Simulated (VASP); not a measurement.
Runs of VASP 6.6.1 on Sn3Se. The structure is that of space group Pm-3m (No. 221), or close to it. The cells are those of the table. 

| cell | gap on the mesh (eV) | pressure (GPa) |
| --- | --- | --- |
| a = 4.865 Å, 4 atoms | none | -2.7 |
| a = 4.699 Å, 4 atoms | none | (a) |
| a = 4.656 Å, 4 atoms | none | (b) |
| a = 4.612 Å, 4 atoms | none | 5.6 |
| a = 4.784 Å, 4 atoms | none | -0.6 |

Alike in all rows: task single point; level PBE; potentials or basis VASP PAW PBE potentials, release 64 (Sn_d, Se); no spin polarisation; k mesh 5 × 5 × 5; cutoff (eV) 520; smearing methfessel-paxton 0.1 eV.

Q: Fill in the values left out.

A: (a) 2.2; (b) 3.7.

Caveats: spin-orbit coupling is left out, which moves the levels of the heavy elements.

A k mesh can miss the band edges, and the runs leave out spin-orbit coupling on Se, Sn.

A gap of «none» marks levels without a gap at the run's occupations.
